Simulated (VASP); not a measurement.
# Hf3B5 (Im-3m) in VASP: relaxation of cell and atoms with PBE

Aim: the relaxation of cell and atoms of Hf3B5 with PBE.

Program: VASP 6.6.1. These are calculated values, not measurements. Logs are shortened: lines on timing, memory, paths and dates and some standing lists are left out, and cuts for length are marked.

## 1. The cell of the first run

Symmetry: Im-3m, No. 229, cubic system. Conventional cell: a = 5.734 Å, b = 5.734 Å, c = 5.734 Å, α = 90.00°, β = 90.00°, γ = 90.00°. Within 3.3 Å of Hf (site symmetry 4/mmm) lie 10 B at 2.48 to 2.87 Å and 4 Hf at 2.87 Å. Within 3.3 Å of B (site symmetry m-3m) lie 8 B at 2.48 Å and 6 Hf at 2.87 Å. Within 3.3 Å of B (site symmetry -3m) lie 6 Hf at 2.48 Å and 8 B at 2.48 to 2.87 Å.

The cell was generated, and may not be a known phase.

## 2. Relaxation of cell and atoms, PBE

Contents of INCAR:

```
ALGO = Normal
EDIFF = 1E-6
EDIFFG = -0.01
ENCUT = 600
GGA = PE
IBRION = 2
ISIF = 3
ISMEAR = 0
LASPH = True
LCHARG = False
LREAL = False
LWAVE = False
NELM = 60
NSW = 100
PREC = Accurate
SIGMA = 0.1
```

Contents of KPOINTS:

```
k-points
0
Gamma
  10 10 10
```

Contents of POSCAR:

```
Hf3B5
1.0
   -2.8669309800      2.8669309800      2.8669309800
    2.8669309800     -2.8669309800      2.8669309800
    2.8669309800      2.8669309800     -2.8669309800
Hf B
3 5
Direct
    0.0000000000      0.5000000000      0.5000000000
    0.5000000000      0.5000000000      0.0000000000
    0.5000000000      0.0000000000      0.5000000000
    0.0000000000      0.0000000000      0.0000000000
    0.0000000000      0.0000000000      0.5000000000
    0.0000000000      0.5000000000      0.0000000000
    0.5000000000      0.0000000000      0.0000000000
    0.5000000000      0.5000000000      0.5000000000
```

Potentials or basis: VASP PAW PBE potentials, release 64 (Hf_pv, B).

Launch:

```bash
cat potpaw_PBE.64/Hf_pv/POTCAR potpaw_PBE.64/B/POTCAR > POTCAR
mpirun -np 1 vasp_std > vasp.out
```

OUTCAR:

```text
EDIFF = 1E-6
   EDIFFG = -0.01
   ENCUT = 600
   GGA = PE
   IBRION = 2
   ISIF = 3
   ISMEAR = 0
   LASPH = True
   LREAL = False
   NELM = 60
   NSW = 100
   PREC = Accurate

 ion  position               nearest neighbor table
   1  0.000  0.500  0.500-   5 2.48   6 2.48   7 2.48   8 2.48   6 2.48   5 2.48   8 2.48   7 2.48
                             4 2.87   4 2.87   2 2.87   2 2.87   3 2.87   3 2.87
   2  0.500  0.500  0.000-   5 2.48   6 2.48   7 2.48   8 2.48   8 2.48   7 2.48   6 2.48   5 2.48
                             4 2.87   3 2.87   1 2.87   1 2.87   4 2.87   3 2.87
   3  0.500  0.000  0.500-   5 2.48   6 2.48   7 2.48   8 2.48   7 2.48   8 2.48   5 2.48   6 2.48
                             4 2.87   2 2.87   1 2.87   4 2.87   1 2.87   2 2.87
   4  0.000  0.000  0.000-   1 2.87   2 2.87   3 2.87   1 2.87   3 2.87   2 2.87
   5  0.000  0.000  0.500-   1 2.48   2 2.48   3 2.48   1 2.48   3 2.48   2 2.48
   6  0.000  0.500  0.000-   1 2.48   2 2.48   3 2.48   1 2.48   2 2.48   3 2.48
   7  0.500  0.000  0.000-   1 2.48   2 2.48   3 2.48   3 2.48   2 2.48   1 2.48
   8  0.500  0.500  0.500-   1 2.48   2 2.48   3 2.48   2 2.48   3 2.48   1 2.48

  LATTYP: Found a body centered cubic cell.
 ALAT       =     5.7338619600

  Lattice vectors:

 A1 = (  -2.8669309800,   2.8669309800,   2.8669309800)
 A2 = (   2.8669309800,  -2.8669309800,   2.8669309800)
 A3 = (   2.8669309800,   2.8669309800,  -2.8669309800)

Analysis of symmetry for initial positions (statically):
=====================================================================
 Subroutine PRICEL returns:
 Original cell was already a primitive cell.

 Routine SETGRP: Setting up the symmetry group for a
 body centered cubic supercell.

 Subroutine GETGRP returns: Found 48 space group operations
 (whereof 48 operations were pure point group operations)
 out of a pool of 48 trial point group operations.

The static configuration has the point symmetry O_h .

Analysis of symmetry for dynamics (positions and initial velocities):
=====================================================================
 Subroutine PRICEL returns:
 Original cell was already a primitive cell.

 Routine SETGRP: Setting up the symmetry group for a
 body centered cubic supercell.

 Subroutine GETGRP returns: Found 48 space group operations
 (whereof 48 operations were pure point group operations)
 out of a pool of 48 trial point group operations.

The dynamic configuration has the point symmetry O_h .

 Subroutine INISYM returns: Found 48 space group operations
 (whereof 48 operations are pure point group operations),
 and found     1 'primitive' translations

----------------------------------------------------------------------------------------

                                     Primitive cell

  volume of cell :      94.2566

  direct lattice vectors                    reciprocal lattice vectors
    -2.866930980  2.866930980  2.866930980     0.000000000  0.174402524  0.174402524
     2.866930980 -2.866930980  2.866930980     0.174402524  0.000000000  0.174402524
     2.866930980  2.866930980 -2.866930980     0.174402524  0.174402524  0.000000000

  length of vectors
     4.965670119  4.965670119  4.965670119     0.246642415  0.246642415  0.246642415

  position of ions in fractional coordinates (direct lattice)
     0.000000000  0.500000000  0.500000000
     0.500000000  0.500000000  0.000000000
     0.500000000  0.000000000  0.500000000
     0.000000000  0.000000000  0.000000000
     0.000000000  0.000000000  0.500000000
     0.000000000  0.500000000  0.000000000
     0.500000000  0.000000000  0.000000000
     0.500000000  0.500000000  0.500000000

  ion indices of the primitive-cell ions
   primitive index   ion index
                 1           1
                 2           2
                 3           3
                 4           4
                 5           5
                 6           6
                 7           7
                 8           8

----------------------------------------------------------------------------------------

 KPOINTS: k-points

Automatic generation of k-mesh.
 Grid dimensions read from file:
 generate k-points for:   10   10   10

 Generating k-lattice:

  Cartesian coordinates                     Fractional coordinates (reciprocal lattice)
     0.000000000  0.017440252  0.017440252     0.100000000  0.000000000  0.000000000
     0.017440252  0.000000000  0.017440252     0.000000000  0.100000000  0.000000000
     0.017440252  0.017440252  0.000000000     0.000000000  0.000000000  0.100000000

  Length of vectors
     0.024664242  0.024664242  0.024664242

  Shift w.r.t. Gamma in fractional coordinates (k-lattice)
     0.000000000  0.000000000  0.000000000

 Subroutine IBZKPT returns following result:
 ===========================================

 Found     47 irreducible k-points:

 Following reciprocal coordinates:
            Coordinates               Weight
  0.000000  0.000000  0.000000      1.000000
  0.100000  0.000000  0.000000     12.000000
  0.200000  0.000000  0.000000     12.000000
  0.300000  0.000000  0.000000     12.000000
  0.400000  0.000000  0.000000     12.000000
  0.500000  0.000000  0.000000      6.000000
[... 16 lines left out ...]
  0.300000  0.300000  0.100000      8.000000
 -0.300000  0.300000  0.100000     24.000000
 [... further k-points ...]
   k-points           NKPTS =     47   k-points in BZ     NKDIM =     47   number of bands    NBANDS=     27
   number of dos      NEDOS =    301   number of ions     NIONS =      8
   total plane-waves  NPLWV =  64000
   dimension x,y,z NGX =    40 NGY =   40 NGZ =   40
   dimension x,y,z NGXF=    80 NGYF=   80 NGZF=   80
   ions per type =               3   5
   NGX,Y,Z   is equivalent  to a cutoff of  13.39, 13.39, 13.39 a.u.
   NGXF,Y,Z  is equivalent  to a cutoff of  26.78, 26.78, 26.78 a.u.
 SYSTEM =  unknown system
   PREC   = accura    normal or accurate (medium, high low for compatibility)
   ISTART =      0    job   : 0-new  1-cont  2-samecut
   ICHARG =      2    charge: 1-file 2-atom 10-const
   ISPIN  =      1    spin polarized calculation?
   LNONCOLLINEAR =      F non collinear calculations
   LSORBIT =      F    spin-orbit coupling
   LASPH  =      T    aspherical Exc in radial PAW
   ENCUT  =  600.0 eV  44.10 Ry    6.64 a.u.   9.92  9.92  9.92*2*pi/ulx,y,z
   NELM   =     60;   NELMIN=  2; NELMDL= -5     # of ELM steps
   EDIFF  = 0.1E-05   stopping-criterion for ELM
   LREAL  =      F    real-space projection
   EDIFFG = -.1E-01   stopping-criterion for IOM
   NSW    =    100    number of steps for IOM
   IBRION =      2    ionic relax: 0-MD 1-quasi-New 2-CG
   NFREE  =      1    steps in history (QN), initial steepest desc. (CG)
   ISIF   =      3    stress and relaxation
   ISYM   =      2    0-nonsym 1-usesym 2-fastsym
   POTIM  = 0.5000    time-step for ionic-motion
   TEBEG  =    0.0;   TEEND  =   0.0 temperature during run
   PSTRESS=    0.0 pullay stress
   NELECT =      45.0000    total number of electrons
   NUPDOWN=      -1.0000    fix difference up-down
   EMIN   =  10.00;   EMAX   =-10.00  energy-range for DOS
   EFERMI =   0.00;   METHOD = LEGACY
   ISMEAR =     0;   SIGMA  =   0.10  broadening in eV -4-tet -1-fermi 0-gaus
   EFERMI_NEDOS =   21; number of points for ismear=-14 and -15
   IALGO  =     38    algorithm
   IMIX   =      4    mixing-type and parameters
     AMIX     =   0.40;   BMIX     =  1.00
     AMIX_MAG =   1.60;   BMIX_MAG =  1.00
  volume/ion in A,a.u.               =      11.78        79.51
  Fermi-wavevector in a.u.,A,eV,Ry     =   1.279504  2.417913 22.274525  1.637131
  Thomas-Fermi vector in A             =   2.411986
   LORBIT       =      0    0 simple, 1 ext, 2 COOP (PROOUT), +10 PAW based schemes
   GGA     = PE    functional components
   LHFCALC =     F    Hartree Fock is set to
   AEXX    =    0.0000 exact exchange contribution
   IVDW    =     0    specifies the selected vdW correction
   LEPSILON=     F    determine dielectric tensor
   LRPA    =     F    only Hartree local field effects (RPA)
 conjugate gradient relaxation of ions
 non-spin polarized calculation
 Gauss-broadening in eV      SIGMA  =   0.10
  energy-cutoff  :      600.00
  volume of cell :       94.26
 maximum number of plane-waves:      3252
   NGX = 19   NGY = 19   NGZ = 19

--------------------------------------- Ionic step        1  -------------------------------------------

 number of electron      45.0000003 magnetization

 Free energy of the ion-electron system (eV)
  ---------------------------------------------------
  ext. energy  EPLUGINS =         0.00000000
  ---------------------------------------------------
  free energy    TOTEN  =       -59.46403589 eV

  energy without entropy =      -59.44245541  energy(sigma->0) =      -59.45324565

------------------------ aborting loop because EDIFF is reached ----------------------------------------

  FORCE on cell =-STRESS in cart. coord.  units (eV):
  Direction    XX          YY          ZZ          XY          YZ          ZX
  --------------------------------------------------------------------------------------
  -------------------------------------------------------------------------------------
  Total        1.8493424      1.8493424      1.8493424      0.0000000      0.0000000     -0.0000000
  in kB       31.4351979     31.4351979     31.4351979      0.0000000      0.0000000     -0.0000000
  external PRESSURE =      31.4351979 kB  Pullay stress =       0.0000000 kB
[... 69 lines left out ...]
  energy  without entropy=      -59.4460926081  energy(sigma->0) =      -59.45738380

--------------------------------------- Ionic step        3  -------------------------------------------

 number of electron      44.9999998 magnetization

 Free energy of the ion-electron system (eV)
  ---------------------------------------------------
  ext. energy  EPLUGINS =         0.00000000
  ---------------------------------------------------
  free energy    TOTEN  =       -59.48048798 eV

  energy without entropy =      -59.45829819  energy(sigma->0) =      -59.46939309

 E-fermi :   5.9206     XC(G=0): -11.9619

 val. band max:        5.9131457572   @ k =   0.3000   0.3000   0.1000
 cond. band min:       5.9207503106   @ k =  -0.3000   0.4000   0.2000
 fundamental gap:      0.0076045534
 Fermi energy:         5.9205531430

 k-point     1 :       0.0000    0.0000    0.0000
  band No.  band energies     occupation
      1     -24.6570      2.00000
      2     -24.6570      2.00000
      3     -24.6570      2.00000
      4     -24.1910      2.00000
      5     -24.1910      2.00000
      6     -24.1910      2.00000
[... 709 lines left out ...]
     26       7.5276      0.00000
     27       8.0391      0.00000

 [... further k-points ...]
[... 5 lines left out ...]
  --------------------------------------------------------------------------------------
  -------------------------------------------------------------------------------------
  Total       -0.0039498     -0.0039498     -0.0039498     -0.0000000      0.0000000     -0.0000000
  in kB       -0.0659469     -0.0659469     -0.0659469     -0.0000000      0.0000000     -0.0000000
  external PRESSURE =      -0.0659469 kB  Pullay stress =       0.0000000 kB
[... 23 lines left out ...]
  FREE ENERGIE OF THE ION-ELECTRON SYSTEM (eV)
  ---------------------------------------------------
  free  energy   TOTEN  =       -59.4804879847 eV

  energy  without entropy=      -59.4582981906  energy(sigma->0) =      -59.46939309

 reached required accuracy - stopping structural energy minimisation
```

Wall time 7.4 min (1 thread of Intel Xeon 8259CL, shared host); peak memory 0.33 GiB.

Results:

```
Free energy                           : -59.4805 eV
Relaxed volume                        : 12.00 Å³/atom
Relaxed cell                          : a = 4.995 Å, b = 4.995 Å, c = 4.995 Å, α = 109.47°, β = 109.47°, γ = 109.47°
Space group after relaxing (to 0.1 Å) : Im-3m (No. 229)
Energy gained by relaxing             : 2.1 meV/atom
Ionic steps                           : 3
Pressure after relaxing               : 0.0 GPa
Band gap on the k mesh                : zero (an odd number of electrons rules out a gap without spin polarisation)
```

The path:
```tsv
step	energy change (eV)	largest force (eV/Å)	pressure (GPa)	volume (Å³)
1	0.0000	0.0000	3.14	94.26
2	-0.0046	0.0000	-2.50	97.45
3	-0.0165	0.0000	-0.01	95.96
```

Final structure:
```cif
data_structure
_symmetry_space_group_name_H-M 'P 1'
_symmetry_Int_Tables_number 1
_cell_length_a 4.9954
_cell_length_b 4.9954
_cell_length_c 4.9954
_cell_angle_alpha 109.471
_cell_angle_beta 109.471
_cell_angle_gamma 109.471
_cell_volume 95.96
loop_
_atom_site_label
_atom_site_type_symbol
_atom_site_fract_x
_atom_site_fract_y
_atom_site_fract_z
_atom_site_occupancy
Hf1 Hf 0.00000 0.50000 0.50000 1
Hf2 Hf 0.50000 0.50000 0.00000 1
Hf3 Hf 0.50000 0.00000 0.50000 1
B1 B 0.00000 0.00000 0.00000 1
B2 B 0.00000 0.00000 0.50000 1
B3 B 0.00000 0.50000 0.00000 1
B4 B 0.50000 0.00000 0.00000 1
B5 B 0.50000 0.50000 0.50000 1
```

Levels at points of the mesh, in eV from the Fermi level:
| k point | band 19 | band 20 | band 21 | band 22 | band 23 | band 24 | band 25 | band 26 |
| --- | --- | --- | --- | --- | --- | --- | --- | --- |
| (0.00, 0.00, 0.00) | -1.76 | -1.76 | -1.68 | -1.68 | 2.06 | 2.06 | 2.27 | 2.27 |
| (0.50, 0.00, 0.00) | -2.61 | -2.01 | -1.17 | -0.22 | -0.14 | 1.07 | 1.24 | 1.65 |
| (0.50, 0.50, 0.50) | -2.40 | -0.71 | -0.22 | -0.22 | -0.22 | 1.84 | 1.84 | 1.84 |

Caveat: spin-orbit coupling is left out, which moves the levels of the heavy elements.
